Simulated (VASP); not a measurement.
Runs of VASP 6.6.1 on ZnS. The structure is that of space group I-4m2 (No. 119), or close to it. The cells are those of the table. 

```tsv
cell	gap on the mesh (eV)	pressure (GPa)
a = 4.055, b = 4.055, c = 4.131 Å, angles 59.4, 59.4, 61.2°, 2 atoms	(b)	-10.3
a = 3.749, b = 3.749, c = 3.825 Å, angles 59.3, 59.3, 61.3°, 2 atoms	2.76	2.5
a = 3.828, b = 3.828, c = 3.978 Å, angles 58.7, 58.7, 62.6°, 2 atoms	2.31	-3.6
a = 3.908, b = 3.908, c = 4.131 Å, angles 58.1, 58.1, 63.8°, 2 atoms	1.90	-7.7
a = 3.908, b = 3.908, c = 3.672 Å, angles 62.0, 62.0, 56.0°, 2 atoms	2.45	-0.8
a = 3.902, b = 3.902, c = 3.978 Å, angles 59.4, 59.4, 61.3°, 2 atoms	2.22	-5.8
a = 3.981, b = 3.981, c = 4.131 Å, angles 58.7, 58.7, 62.5°, 2 atoms	1.81	-9.1
a = 3.755, b = 3.755, c = 3.978 Å, angles 58.0, 58.0, 64.0°, 2 atoms	2.42	-0.8
a = 3.837, b = 3.837, c = 4.131 Å, angles 57.4, 57.4, 65.1°, 2 atoms	2.01	(a)
a = 3.981, b = 3.981, c = 3.825 Å, angles 61.3, 61.3, 57.4°, 2 atoms	2.18	-5.8
```

Alike in all rows: task single point; level r2SCAN; potentials or basis VASP PAW PBE potentials, release 64 (Zn, S); no spin polarisation; k mesh 8 × 8 × 8; cutoff (eV) 520; smearing gaussian 0.05 eV.

Question: Fill in the values left out.

Answer: (a) -5.9; (b) 1.73.

Caveats: the PAW data sets were made with another functional, which shifts forces and pressure a little; the cell stands under tension (at least some runs).

